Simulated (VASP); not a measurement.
# Hf2Ti (Fd-3m) in VASP: a series of runs, part 2 of 2

VASP 6.6.1. Earlier steps stand in the parts before.

### Step 3. Relaxation of cell and atoms, PBE

This run uses another cell than the first one, of 18.04 Å³/atom, 0.824 times its volume.

File INCAR:

```
SYSTEM = Hf2Ti
  PREC = Accurate
  ENCUT = 600
  EDIFF = 1E-6
  ISMEAR = 0
  SIGMA = 0.1
  LREAL = .FALSE.
  LASPH = .TRUE.
  NELM = 80
  ALGO = Normal
  ISIF = 3
  LWAVE = .FALSE.
  LCHARG = .FALSE.
  GGA = PE
  IBRION = 2
  NSW = 90
  EDIFFG = -0.04
```

File KPOINTS:

```
regular mesh
0
G
  4 4 4
  0 0 0
```

File POSCAR:

```
Hf2Ti
1.0
    0.0000000000      3.7827188830      3.7827188830
    3.7827188830      0.0000000000      3.7827188830
    3.7827188830      3.7827188830      0.0000000000
Hf Ti
4 2
Direct
    0.6250000000      0.6250000000      0.6250000000
    0.1250000000      0.6250000000      0.6250000000
    0.6250000000      0.6250000000      0.1250000000
    0.6250000000      0.1250000000      0.6250000000
    0.0000000000      0.0000000000      0.0000000000
    0.2500000000      0.2500000000      0.2500000000
```

Potentials or basis: VASP PAW PBE potentials, release 64 (Hf_pv, Ti_sv).

Run with:

```bash
cat potpaw_PBE.64/Hf_pv/POTCAR potpaw_PBE.64/Ti_sv/POTCAR > POTCAR
mpirun -np 1 vasp_std > vasp.out
```

OUTCAR:

```text
SYSTEM = Hf2Ti
   PREC = Accurate
   ENCUT = 600
   EDIFF = 1E-6
   ISMEAR = 0
   LREAL = .FALSE.
   LASPH = .TRUE.
   NELM = 80
   ISIF = 3
   GGA = PE
   IBRION = 2
   NSW = 90
   EDIFFG = -0.04

 ion  position               nearest neighbor table
   1  0.625  0.625  0.625-   2 2.67   3 2.67   4 2.67   3 2.67   4 2.67   2 2.67   6 3.14   5 3.14
                             6 3.14   5 3.14   6 3.14   5 3.14
   2  0.125  0.625  0.625-   1 2.67   3 2.67   4 2.67   1 2.67   3 2.67   4 2.67   5 3.14   6 3.14
                             5 3.14   6 3.14   6 3.14   5 3.14
   3  0.625  0.625  0.125-   1 2.67   1 2.67   2 2.67   4 2.67   4 2.67   2 2.67   6 3.14   5 3.14
                             6 3.14   5 3.14   6 3.14   5 3.14
   4  0.625  0.125  0.625-   1 2.67   3 2.67   1 2.67   2 2.67   3 2.67   2 2.67   6 3.14   5 3.14
                             6 3.14   5 3.14   6 3.14   5 3.14
   5  0.000  0.000  0.000-   1 3.14   3 3.14   4 3.14   1 3.14   2 3.14   3 3.14   1 3.14   2 3.14
                             4 3.14   3 3.14   2 3.14   4 3.14
   6  0.250  0.250  0.250-   3 3.14   1 3.14   2 3.14   4 3.14   1 3.14   2 3.14   3 3.14   1 3.14
                             3 3.14   4 3.14   4 3.14   2 3.14

  LATTYP: Found a face centered cubic cell.
 ALAT       =     7.5654377660

  Lattice vectors:

 A1 = (   0.0000000000,   3.7827188830,   3.7827188830)
 A2 = (   3.7827188830,   0.0000000000,   3.7827188830)
 A3 = (   3.7827188830,   3.7827188830,   0.0000000000)

Analysis of symmetry for initial positions (statically):
=====================================================================
 Subroutine PRICEL returns:
 Original cell was already a primitive cell.

 Routine SETGRP: Setting up the symmetry group for a
 face centered cubic supercell.

 Subroutine GETGRP returns: Found 48 space group operations
 (whereof 24 operations were pure point group operations)
 out of a pool of 48 trial point group operations.

The static configuration has the point symmetry T_d .
 The point group associated with its full space group is O_h .

Analysis of symmetry for dynamics (positions and initial velocities):
=====================================================================
 Subroutine PRICEL returns:
 Original cell was already a primitive cell.

 Routine SETGRP: Setting up the symmetry group for a
 face centered cubic supercell.

 Subroutine GETGRP returns: Found 48 space group operations
 (whereof 24 operations were pure point group operations)
 out of a pool of 48 trial point group operations.

The dynamic configuration has the point symmetry T_d .
 The point group associated with its full space group is O_h .

 Subroutine INISYM returns: Found 48 space group operations
 (whereof 24 operations are pure point group operations),
 and found     1 'primitive' translations

----------------------------------------------------------------------------------------

                                     Primitive cell

  volume of cell :     108.2536

  direct lattice vectors                    reciprocal lattice vectors
     0.000000000  3.782718883  3.782718883    -0.132180058  0.132180058  0.132180058
     3.782718883  0.000000000  3.782718883     0.132180058 -0.132180058  0.132180058
     3.782718883  3.782718883  0.000000000     0.132180058  0.132180058 -0.132180058

  length of vectors
     5.349572347  5.349572347  5.349572347     0.228942576  0.228942576  0.228942576

  position of ions in fractional coordinates (direct lattice)
     0.625000000  0.625000000  0.625000000
     0.125000000  0.625000000  0.625000000
     0.625000000  0.625000000  0.125000000
     0.625000000  0.125000000  0.625000000
     0.000000000  0.000000000  0.000000000
     0.250000000  0.250000000  0.250000000

[... 29 lines left out ...]

 Subroutine IBZKPT returns following result:
 ===========================================

 Found      8 irreducible k-points:

 Following reciprocal coordinates:
            Coordinates               Weight
  0.000000  0.000000  0.000000      1.000000
  0.250000  0.000000  0.000000      8.000000
  0.500000  0.000000  0.000000      4.000000
  0.250000  0.250000  0.000000      6.000000
  0.500000  0.250000  0.000000     24.000000
 -0.250000  0.250000  0.000000     12.000000
  0.500000  0.500000  0.000000      3.000000
 -0.250000  0.500000  0.250000      6.000000
   k-points           NKPTS =      8   k-points in BZ     NKDIM =      8   number of bands    NBANDS=     38
   number of dos      NEDOS =    301   number of ions     NIONS =      6
   total plane-waves  NPLWV = 110592
   dimension x,y,z NGX =    48 NGY =   48 NGZ =   48
   dimension x,y,z NGXF=    96 NGYF=   96 NGZF=   96
   ions per type =               4   2
   NGX,Y,Z   is equivalent  to a cutoff of  14.92, 14.92, 14.92 a.u.
   NGXF,Y,Z  is equivalent  to a cutoff of  29.83, 29.83, 29.83 a.u.
 SYSTEM =  Hf2Ti
   PREC   = accura    normal or accurate (medium, high low for compatibility)
   ISTART =      0    job   : 0-new  1-cont  2-samecut
   ICHARG =      2    charge: 1-file 2-atom 10-const
   ISPIN  =      1    spin polarized calculation?
   LNONCOLLINEAR =      F non collinear calculations
   LSORBIT =      F    spin-orbit coupling
   LASPH  =      T    aspherical Exc in radial PAW
   ENCUT  =  600.0 eV  44.10 Ry    6.64 a.u.  10.68 10.68 10.68*2*pi/ulx,y,z
   NELM   =     80;   NELMIN=  2; NELMDL= -5     # of ELM steps
   EDIFF  = 0.1E-05   stopping-criterion for ELM
   LREAL  =      F    real-space projection
   EDIFFG = -.4E-01   stopping-criterion for IOM
   NSW    =     90    number of steps for IOM
   IBRION =      2    ionic relax: 0-MD 1-quasi-New 2-CG
   NFREE  =      1    steps in history (QN), initial steepest desc. (CG)
   ISIF   =      3    stress and relaxation
   ISYM   =      2    0-nonsym 1-usesym 2-fastsym
   POTIM  = 0.5000    time-step for ionic-motion
   TEBEG  =    0.0;   TEEND  =   0.0 temperature during run
   PSTRESS=    0.0 pullay stress
   NELECT =      64.0000    total number of electrons
   NUPDOWN=      -1.0000    fix difference up-down
   EMIN   =  10.00;   EMAX   =-10.00  energy-range for DOS
   EFERMI =   0.00;   METHOD = LEGACY
   ISMEAR =     0;   SIGMA  =   0.10  broadening in eV -4-tet -1-fermi 0-gaus
   EFERMI_NEDOS =   21; number of points for ismear=-14 and -15
   IALGO  =     38    algorithm
   IMIX   =      4    mixing-type and parameters
     AMIX     =   0.40;   BMIX     =  1.00
     AMIX_MAG =   1.60;   BMIX_MAG =  1.00
  volume/ion in A,a.u.               =      18.04       121.76
  Fermi-wavevector in a.u.,A,eV,Ry     =   1.374002  2.596488 25.686194  1.887882
  Thomas-Fermi vector in A             =   2.499468
   LORBIT       =      0    0 simple, 1 ext, 2 COOP (PROOUT), +10 PAW based schemes
   GGA     = PE    functional components
   LHFCALC =     F    Hartree Fock is set to
   AEXX    =    0.0000 exact exchange contribution
   IVDW    =     0    specifies the selected vdW correction
   LEPSILON=     F    determine dielectric tensor
   LRPA    =     F    only Hartree local field effects (RPA)
 conjugate gradient relaxation of ions
 non-spin polarized calculation
 Gauss-broadening in eV      SIGMA  =   0.10
  energy-cutoff  :      600.00
  volume of cell :      108.25
 maximum number of plane-waves:      3695
 NGX is ok and might be reduce to    48
   NGX = 21   NGY = 21   NGZ = 21

--------------------------------------- Ionic step        1  -------------------------------------------

 number of electron      63.9999995 magnetization

 Free energy of the ion-electron system (eV)
  ---------------------------------------------------
  ext. energy  EPLUGINS =         0.00000000
  ---------------------------------------------------
  free energy    TOTEN  =       -50.57338320 eV

  energy without entropy =      -50.47689584  energy(sigma->0) =      -50.52513952

------------------------ aborting loop because EDIFF is reached ----------------------------------------

  FORCE on cell =-STRESS in cart. coord.  units (eV):
  Direction    XX          YY          ZZ          XY          YZ          ZX
  --------------------------------------------------------------------------------------
  -------------------------------------------------------------------------------------
  Total       16.3292039     16.3292039     16.3292039      0.0000000     -0.0000000      0.0000000
  in kB      241.6759296    241.6759296    241.6759296      0.0000000     -0.0000000      0.0000000
  external PRESSURE =     241.6759296 kB  Pullay stress =       0.0000000 kB
[... 107 lines left out ...]
--------------------------------------- Ionic step        4  -------------------------------------------

 number of electron      64.0000004 magnetization

 Free energy of the ion-electron system (eV)
  ---------------------------------------------------
  ext. energy  EPLUGINS =         0.00000000
  ---------------------------------------------------
  free energy    TOTEN  =       -52.04335630 eV

  energy without entropy =      -51.92591353  energy(sigma->0) =      -51.98463491

 E-fermi :   5.0046     XC(G=0): -11.0396

 val. band max:        4.9884183237   @ k =  -0.2500   0.2500   0.0000
 cond. band min:       5.0072337727   @ k =   0.2500   0.2500   0.0000
 fundamental gap:      0.0188154490
 Fermi energy:         5.0046396242

 k-point     1 :       0.0000    0.0000    0.0000
  band No.  band energies     occupation
      1     -52.0910      2.00000
      2     -52.0838      2.00000
      3     -28.3056      2.00000
      4     -28.3056      2.00000
      5     -28.3056      2.00000
      6     -28.2809      2.00000
[... 350 lines left out ...]
  FREE ENERGIE OF THE ION-ELECTRON SYSTEM (eV)
  ---------------------------------------------------
  free  energy   TOTEN  =       -52.0433562971 eV

  energy  without entropy=      -51.9259135318  energy(sigma->0) =      -51.98463491

 reached required accuracy - stopping structural energy minimisation
```

Wall time 3.5 min (1 thread of Intel Xeon 6975P-C (Granite Rapids), shared host); peak memory 0.35 GiB.

What came out:

| Item | Value |
| --- | --- |
| Free energy | -52.0434 eV |
| Relaxed volume | 21.84 Å³/atom |
| Relaxed cell | a = 5.701 Å, b = 5.701 Å, c = 5.701 Å, α = 60.00°, β = 60.00°, γ = 60.00° |
| Space group after relaxing (to 0.05 Å) | Fd-3m (No. 227) |
| Energy gained by relaxing | 245.0 meV/atom |
| Ionic steps | 4 |
| Pressure after relaxing | -0.1 GPa |
| Band gap on the k mesh | zero (band 32 reaches 5.02 eV, above the bottom of band 33 at 4.94 eV) |

Step by step:
```
step  energy change (eV)  largest force (eV/Å)  pressure (GPa)  volume (Å³)
   1              0.0000                0.0000           24.17       108.25
   2             -0.4298                0.0000          -11.20       156.74
   3             -1.4691                0.0000           -0.42       131.53
   4             -1.4700                0.0000           -0.10       131.02
```

Final structure:
```xyz
6
Lattice="0.0000 4.0312 4.0312 4.0312 0.0000 4.0312 4.0312 4.0312 0.0000" Properties=species:S:1:pos:R:3 pbc="T T T"
Hf    5.0390    5.0390    5.0390
Hf    5.0390    3.0234    3.0234
Hf    3.0234    3.0234    5.0390
Hf    3.0234    5.0390    3.0234
Ti    0.0000    0.0000    0.0000
Ti    2.0156    2.0156    2.0156
```

Levels at points of the mesh, in eV from the Fermi level:
```
           k point  band 29  band 30  band 31  band 32  band 33  band 34  band 35  band 36
(0.00, 0.00, 0.00)    -0.29    -0.29    -0.02    -0.02     0.25     0.25     0.25     1.39
(0.50, 0.00, 0.00)    -0.27    -0.27     0.02     0.02     0.12     0.12     0.15     0.29
(0.50, 0.50, 0.00)    -0.90    -0.90    -0.24    -0.24     0.04     0.04     0.45     0.45
```

Caveat: the volume moved by over 15 % at a fixed basis, so the end points are rough; spin-orbit coupling is left out, which moves the levels of the heavy elements.
